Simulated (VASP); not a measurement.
# Os (P6_3/mmc) in VASP: further runs

Runs on Os. Level: PBEsol. Tasks: single point.

Everything below comes from runs of VASP 6.6.1. Logs are shortened: lines on timing, memory, paths and dates and some standing lists are left out, and cuts for length are marked.

## 1. The cell of the first run

It takes space group P6_3/mmc (No. 194, hexagonal). The conventional cell has a = 2.526 Å, b = 2.526 Å, c = 4.020 Å, α = 90.00°, β = 90.00°, γ = 120.00°. Os (site symmetry -6m2) has 12 Os at 2.48 to 2.53 Å within 3.3 Å.

## 2. Single point, PBEsol (volume scaled by 0.8)

Input file INCAR:

```
PREC     = Accurate       # precision mode
ENCUT    = 520            # plane-wave cutoff, eV
EDIFF    = 1E-7           # SCF threshold, eV
ISMEAR   = -1             # smearing method
SIGMA    = 0.05           # smearing width, eV
LREAL    = False          # projectors in reciprocal space
LASPH    = True           # aspherical terms in the spheres
NELM     = 80             # most SCF steps
ALGO     = Normal         # electronic algorithm
ISIF     = 2              # what is computed and relaxed
LWAVE    = False          # write WAVECAR
LCHARG   = True           # write CHGCAR
GGA      = PS             # functional
LELF     = True           # ELF
LVHAR    = True         
NBANDS   = 15             # bands
```

Input file KPOINTS:

```
regular mesh
0
Gamma
  16 16 9
```

Input file POSCAR:

```
Os
1.0
    2.5263325135      0.0000000000      0.0000000000
   -1.2631662567      2.1878681351      0.0000000000
    0.0000000000      0.0000000000      4.0202450152
Os
2
Direct
    0.3333333333      0.6666666667      0.2500000000
    0.6666666667      0.3333333333      0.7500000000
```

Potentials or basis: VASP PAW PBE potentials, release 64 (Os).

Started as:

```bash
cat potpaw_PBE.64/Os/POTCAR > POTCAR
mpirun -np 1 vasp_std > vasp.out
```

OUTCAR:

```text
PREC = Accurate
   ENCUT = 520
   EDIFF = 1E-7
   ISMEAR = -1
   LREAL = False
   LASPH = True
   NELM = 80
   ISIF = 2
   GGA = PS

 ion  position               nearest neighbor table
   1  0.333  0.667  0.250-   2 2.48   2 2.48   2 2.48   2 2.48   2 2.48   2 2.48
   2  0.667  0.333  0.750-   1 2.48   1 2.48   1 2.48   1 2.48   1 2.48   1 2.48

  LATTYP: Found a hexagonal cell.
 ALAT       =     2.5263325135
 C/A-ratio  =     1.5913364507

  Lattice vectors:

 A1 = (   2.5263325135,   0.0000000000,   0.0000000000)
 A2 = (  -1.2631662567,   2.1878681351,   0.0000000000)
 A3 = (   0.0000000000,   0.0000000000,   4.0202450152)

Analysis of symmetry for initial positions (statically):
=====================================================================
 Subroutine PRICEL returns:
 Original cell was already a primitive cell.

 Routine SETGRP: Setting up the symmetry group for a
 hexagonal supercell.

 Subroutine GETGRP returns: Found 24 space group operations
 (whereof 12 operations were pure point group operations)
 out of a pool of 24 trial point group operations.

The static configuration has the point symmetry D_3d.
 The point group associated with its full space group is D_6h.

Analysis of symmetry for dynamics (positions and initial velocities):
=====================================================================
 Subroutine PRICEL returns:
 Original cell was already a primitive cell.

 Routine SETGRP: Setting up the symmetry group for a
 hexagonal supercell.

 Subroutine GETGRP returns: Found 24 space group operations
 (whereof 12 operations were pure point group operations)
 out of a pool of 24 trial point group operations.

The dynamic configuration has the point symmetry D_3d.
 The point group associated with its full space group is D_6h.

 Subroutine INISYM returns: Found 24 space group operations
 (whereof 12 operations are pure point group operations),
 and found     1 'primitive' translations

----------------------------------------------------------------------------------------

                                     Primitive cell

  volume of cell :      22.2210

  direct lattice vectors                    reciprocal lattice vectors
     2.526332513  0.000000000  0.000000000     0.395830713  0.228532969  0.000000000
    -1.263166257  2.187868135  0.000000000     0.000000000  0.457065937  0.000000000
     0.000000000  0.000000000  4.020245015     0.000000000  0.000000000  0.248741058

  length of vectors
     2.526332513  2.526332513  4.020245015     0.457065937  0.457065937  0.248741058

  position of ions in fractional coordinates (direct lattice)
     0.333333333  0.666666667  0.250000000
     0.666666667  0.333333333  0.750000000

  ion indices of the primitive-cell ions
   primitive index   ion index
                 1           1
                 2           2

----------------------------------------------------------------------------------------

 KPOINTS: regular mesh

Automatic generation of k-mesh.
 Grid dimensions read from file:
 generate k-points for:   16   16    9

 Generating k-lattice:

  Cartesian coordinates                     Fractional coordinates (reciprocal lattice)
     0.024739420  0.014283311  0.000000000     0.062500000  0.000000000  0.000000000
     0.000000000  0.028566621  0.000000000     0.000000000  0.062500000  0.000000000
     0.000000000  0.000000000  0.027637895     0.000000000  0.000000000  0.111111111

  Length of vectors
     0.028566621  0.028566621  0.027637895

  Shift w.r.t. Gamma in fractional coordinates (k-lattice)
     0.000000000  0.000000000  0.000000000

 Subroutine IBZKPT returns following result:
 ===========================================

 Found    150 irreducible k-points:

 Following reciprocal coordinates:
            Coordinates               Weight
  0.000000  0.000000  0.000000      1.000000
  0.062500  0.000000  0.000000      6.000000
  0.125000  0.000000  0.000000      6.000000
  0.187500  0.000000  0.000000      6.000000
  0.250000  0.000000  0.000000      6.000000
  0.312500  0.000000  0.000000      6.000000
[... 16 lines left out ...]
  0.187500  0.187500  0.000000      6.000000
  0.250000  0.187500  0.000000     12.000000
 [... further k-points ...]
   k-points           NKPTS =    150   k-points in BZ     NKDIM =    150   number of bands    NBANDS=     15
   number of dos      NEDOS =    301   number of ions     NIONS =      2
   total plane-waves  NPLWV =  12000
   dimension x,y,z NGX =    20 NGY =   20 NGZ =   30
   dimension x,y,z NGXF=    40 NGYF=   40 NGZF=   60
   ions per type =               2
   NGX,Y,Z   is equivalent  to a cutoff of  13.16, 13.16, 12.41 a.u.
   NGXF,Y,Z  is equivalent  to a cutoff of  26.32, 26.32, 24.81 a.u.
 SYSTEM =  unknown system
   PREC   = accura    normal or accurate (medium, high low for compatibility)
   ISTART =      0    job   : 0-new  1-cont  2-samecut
   ICHARG =      2    charge: 1-file 2-atom 10-const
   ISPIN  =      1    spin polarized calculation?
   LNONCOLLINEAR =      F non collinear calculations
   LSORBIT =      F    spin-orbit coupling
   LASPH  =      T    aspherical Exc in radial PAW
   ENCUT  =  520.0 eV  38.22 Ry    6.18 a.u.   4.70  4.70  7.47*2*pi/ulx,y,z
   NELM   =     80;   NELMIN=  2; NELMDL= -5     # of ELM steps
   EDIFF  = 0.1E-06   stopping-criterion for ELM
   LREAL  =      F    real-space projection
   EDIFFG = 0.1E-05   stopping-criterion for IOM
   NSW    =      0    number of steps for IOM
   IBRION =     -1    ionic relax: 0-MD 1-quasi-New 2-CG
   NFREE  =      0    steps in history (QN), initial steepest desc. (CG)
   ISIF   =      2    stress and relaxation
   ISYM   =      2    0-nonsym 1-usesym 2-fastsym
   POTIM  = 0.5000    time-step for ionic-motion
   TEBEG  =    0.0;   TEEND  =   0.0 temperature during run
   PSTRESS=    0.0 pullay stress
   NELECT =      16.0000    total number of electrons
   NUPDOWN=      -1.0000    fix difference up-down
   EMIN   =  10.00;   EMAX   =-10.00  energy-range for DOS
   EFERMI =   0.00;   METHOD = LEGACY
   ISMEAR =    -1;   SIGMA  =   0.05  broadening in eV -4-tet -1-fermi 0-gaus
   EFERMI_NEDOS =   21; number of points for ismear=-14 and -15
   IALGO  =     38    algorithm
   IMIX   =      4    mixing-type and parameters
     AMIX     =   0.40;   BMIX     =  1.00
     AMIX_MAG =   1.60;   BMIX_MAG =  1.00
  volume/ion in A,a.u.               =      11.11        74.98
  Fermi-wavevector in a.u.,A,eV,Ry     =   1.467327  2.772845 29.293984  2.153047
  Thomas-Fermi vector in A             =   2.582958
   LORBIT       =      0    0 simple, 1 ext, 2 COOP (PROOUT), +10 PAW based schemes
   GGA     = PS    functional components
   LHFCALC =     F    Hartree Fock is set to
   AEXX    =    0.0000 exact exchange contribution
   IVDW    =     0    specifies the selected vdW correction
   LEPSILON=     F    determine dielectric tensor
   LRPA    =     F    only Hartree local field effects (RPA)
 non-spin polarized calculation
  energy-cutoff  :      520.00
  volume of cell :       22.22
 maximum number of plane-waves:       615
 NGX is ok and might be reduce to    20

 number of electron      15.9999999 magnetization

 Free energy of the ion-electron system (eV)
  ---------------------------------------------------
  ext. energy  EPLUGINS =         0.00000000
  ---------------------------------------------------
  free energy    TOTEN  =       -22.09974995 eV

  energy without entropy =      -22.09447819  energy(sigma->0) =      -22.09711407

 E-fermi :  13.2671     XC(G=0): -15.4952

 val. band max:       13.2378985681   @ k =   0.3125   0.0000   0.0000
 cond. band min:      13.2712900342   @ k =   0.3750   0.0000   0.3333
 fundamental gap:      0.0333914661
 Fermi energy:        13.2671431095

 k-point     1 :       0.0000    0.0000    0.0000
  band No.  band energies     occupation
      1       0.0481      2.00000
      2       2.8771      2.00000
      3       8.8738      2.00000
      4       8.8738      2.00000
      5       9.1422      2.00000
      6      10.0816      2.00000
      7      10.0816      2.00000
      8      11.1176      2.00000
      9      11.1176      2.00000
     10      13.3988      0.13406
     11      15.5617      0.00000
     12      15.5617      0.00000
     13      25.1044      0.00000
     14      26.9805      0.00000
     15      29.9528      0.00000

 k-point     2 :       0.0625    0.0000    0.0000
  band No.  band energies     occupation
      1       0.2600      2.00000
      2       3.0699      2.00000
      3       8.3813      2.00000
      4       9.0683      2.00000
      5       9.5662      2.00000
      6       9.9397      2.00000
      7      10.2670      2.00000
      8      10.8179      2.00000
      9      10.9464      2.00000
     10      12.4518      2.00000
     11      15.6945      0.00000
     12      16.8215      0.00000
     13      25.1680      0.00000
     14      27.4613      0.00000
     15      30.2461      0.00000

 k-point     3 :       0.1250    0.0000    0.0000
  band No.  band energies     occupation
      1       0.8639      2.00000
      2       3.5881      2.00000
      3       7.7206      2.00000
      4       9.5283      2.00000
      5       9.6430      2.00000
      6       9.7348      2.00000
      7      10.2019      2.00000
      8      10.5135      2.00000
      9      10.8135      2.00000
     10      11.5592      2.00000
     11      16.0143      0.00000
     12      18.8602      0.00000
     13      25.2176      0.00000
     14      28.7962      0.00000
     15      30.9754      0.00000

 k-point     4 :       0.1875    0.0000    0.0000
  band No.  band energies     occupation
      1       1.7560      2.00000
      2       4.1897      2.00000
      3       7.2190      2.00000
      4       8.2789      2.00000
      5       9.1195      2.00000
      6       9.9666      2.00000
      7      10.5708      2.00000
      8      10.9938      2.00000
      9      11.0431      2.00000
     10      11.6890      2.00000
     11      16.3813      0.00000
     12      20.9967      0.00000
     13      25.0349      0.00000
     14      30.5663      0.00000
     15      31.0295      0.00000
[... 307 lines left out ...]
 k-point    22 :       0.4375    0.1250    0.0000
  band No.  band energies     occupation
      1       3.9162      2.00000
      2       4.2440      2.00000
      3       4.7395      2.00000
      4       8.1639      2.00000
      5       9.1041      2.00000
      6       9.5633      2.00000
      7      10.7627      2.00000
      8      16.0003      0.00000
      9      16.3176      0.00000
     10      16.7618      0.00000
     11      19.8785      0.00000
     12      21.4596      0.00000
     13      24.6844      0.00000
     14      25.6924      0.00000
     15      28.1799      0.00000

 k-point    23 :       0.1875    0.1875    0.0000
  band No.  band energies     occupation
      1       4.2594      2.00000
      2       5.5986      2.00000
      3       5.7768      2.00000
      4       5.9643      2.00000
      5       8.2819      2.00000
      6       9.2272      2.00000
      7      10.5960      2.00000
      8      12.1188      2.00000
      9      14.1287      0.00000
     10      15.6301      0.00000
     11      16.4711      0.00000
     12      24.3757      0.00000
     13      25.9605      0.00000
     14      28.5666      0.00000
     15      28.8229      0.00000

 k-point    24 :       0.2500    0.1875    0.0000
  band No.  band energies     occupation
      1       4.9555      2.00000
      2       5.0319      2.00000
      3       5.3299      2.00000
      4       6.6114      2.00000
      5       8.0801      2.00000
      6       9.7559      2.00000
      7      10.1495      2.00000
      8      12.9221      1.99799
      9      15.3801      0.00000
     10      16.4538      0.00000
     11      17.3438      0.00000
     12      24.4226      0.00000
     13      26.0712      0.00000
     14      26.7506      0.00000
     15      27.7909      0.00000

 [... further k-points ...]

------------------------ aborting loop because EDIFF is reached ----------------------------------------

  FORCE on cell =-STRESS in cart. coord.  units (eV):
  Direction    XX          YY          ZZ          XY          YZ          ZX
  --------------------------------------------------------------------------------------
  -------------------------------------------------------------------------------------
  Total       23.5773267     23.5773267     23.5771067      0.0000000      0.0000000      0.0000000
  in kB     1699.9688675   1699.9688675   1699.9530051      0.0000000      0.0000000      0.0000000
  external PRESSURE =    1699.9635801 kB  Pullay stress =       0.0000000 kB

 VOLUME and BASIS-vectors are now :
 -----------------------------------------------------------------------------
  energy-cutoff  :      520.00
  volume of cell :       22.22
      direct lattice vectors                 reciprocal lattice vectors
     2.526332513  0.000000000  0.000000000     0.395830713  0.228532969  0.000000000
    -1.263166257  2.187868135  0.000000000     0.000000000  0.457065937  0.000000000
     0.000000000  0.000000000  4.020245015     0.000000000  0.000000000  0.248741058

 POSITION                                       TOTAL-FORCE (eV/Angst)
 -----------------------------------------------------------------------------------
     -0.00000      1.45858      1.00506         0.000000      0.000000      0.000000
      1.26317      0.72929      3.01518        -0.000000     -0.000000      0.000000
 -----------------------------------------------------------------------------------
    total drift:                               -0.000000      0.000000     -0.000000

  FREE ENERGIE OF THE ION-ELECTRON SYSTEM (eV)
  ---------------------------------------------------
  free  energy   TOTEN  =       -22.0997499549 eV

  energy  without entropy=      -22.0944781921  energy(sigma->0) =      -22.09711407
```

Wall time 38 s (1 thread of AMD EPYC 9R45 (Zen 5), shared host); peak memory 0.13 GiB.

What came out:

```
Free energy            : -22.0997 eV
Pressure               : 170.0 GPa
Band gap on the k mesh : zero (band 8 reaches 16.33 eV, above the bottom of band 9 at 10.66 eV)
```

Caveat: the cell differs from its parent crystal (volume scaled by 0.8); the PAW data sets were made with another functional, which shifts forces and pressure a little; spin-orbit coupling is left out, which moves the levels of the heavy elements.

## 3. Single point, PBEsol

This run uses another cell than the first one, of 12.50 Å³/atom, 1.125 times its volume.

Input file INCAR:

```
  ALGO = Normal
  EDIFF = 1E-7
  ENCUT = 520
  GGA = PS
  ISIF = 2
  ISMEAR = -1
  LASPH = T
  LCHARG = F
  LREAL = F
  LWAVE = F
  NBANDS = 15
  NELM = 60
  PREC = Accurate
  SIGMA = 0.05
```

Input file KPOINTS:

```
k-points
0
Gamma
  16 16 9
```

Input file POSCAR:

```
Os
1.0
    2.6304849044      0.0000000000      0.0000000000
   -1.3152424522      2.2780667514      0.0000000000
    0.0000000000      0.0000000000      4.1717131626
Os
2
Direct
    0.3333333333      0.6666666667      0.2500000000
    0.6666666667      0.3333333333      0.7500000000
```

Potentials or basis: VASP PAW PBE potentials, release 64 (Os).

Started as:

```bash
cat potpaw_PBE.64/Os/POTCAR > POTCAR
mpirun -np 1 vasp_std > vasp.out
```

Run time: 40 s. Hardware: 1 thread of AMD EPYC 9R45 (Zen 5), shared host; peak memory 0.14 GiB.

The run converged. Its results:

```yaml
Free_energy: -24.0111 eV
Pressure: 61.0 GPa
Band_gap_on_the_k_mesh: zero (band 8 reaches 13.64 eV, above the bottom of band 9 at 8.98 eV)
```

Levels at points of the mesh, in eV from the Fermi level:
| k point | band 4 | band 5 | band 6 | band 7 | band 8 | band 9 | band 10 | band 11 | band 12 | band 13 |
| --- | --- | --- | --- | --- | --- | --- | --- | --- | --- | --- |
| (0.00, 0.00, 0.00) | -3.67 | -3.41 | -2.66 | -2.66 | -1.83 | -1.83 | -0.02 | 1.97 | 1.97 | 10.37 |
| (0.50, 0.00, 0.00) | -4.21 | -3.23 | -3.03 | -2.24 | 2.50 | 3.17 | 3.27 | 5.23 | 6.62 | 10.35 |

Caveat: the PAW data sets were made with another functional, which shifts forces and pressure a little; spin-orbit coupling is left out, which moves the levels of the heavy elements.

## 4. Single point, PBEsol

Input file INCAR:

```
SYSTEM = Os
PREC     = Accurate       ! precision mode
ENCUT    = 520            ! plane-wave cutoff, eV
EDIFF    = 1E-6           ! SCF threshold, eV
ISMEAR   = -1             ! smearing method
SIGMA    = 0.05           ! smearing width, eV
LREAL    = .False.        ! projectors in reciprocal space
LASPH    = .True.         ! aspherical terms in the spheres
NELM     = 60             ! most SCF steps
ALGO     = Normal         ! electronic algorithm
ISIF     = 2              ! what is computed and relaxed
LWAVE    = .False.        ! write WAVECAR
LCHARG   = .True.         ! write CHGCAR
GGA      = PS             ! functional
LELF     = .True.         ! ELF
LVHAR    = .True.       
NBANDS   = 15             ! bands
```

Input file KPOINTS:

```
regular mesh
0
Gamma
  16 16 9
  0 0 0
```

POSCAR is that of step 3.

Started as:

```bash
cat potpaw_PBE.64/Os/POTCAR > POTCAR
mpirun -np 1 vasp_std > vasp.out
```

It took 38 s on 1 thread of AMD EPYC 9R45 (Zen 5), shared host; peak memory 0.14 GiB.

Results (log left out):

```yaml
Free_energy: -24.0111 eV
Pressure: 61.0 GPa
Band_gap_on_the_k_mesh: zero (band 8 reaches 13.64 eV, above the bottom of band 9 at 8.98 eV)
```

Levels at points of the mesh, in eV from the Fermi level:
```csv
k point,band 5,band 6,band 7,band 8,band 9,band 10,band 11,band 12
"(0.00, 0.00, 0.00)",-3.41,-2.66,-2.66,-1.83,-1.83,-0.02,1.97,1.97
"(0.50, 0.00, 0.00)",-3.23,-3.03,-2.24,2.50,3.17,3.27,5.23,6.62
```

Caveat: the PAW data sets were made with another functional, which shifts forces and pressure a little; spin-orbit coupling is left out, which moves the levels of the heavy elements.
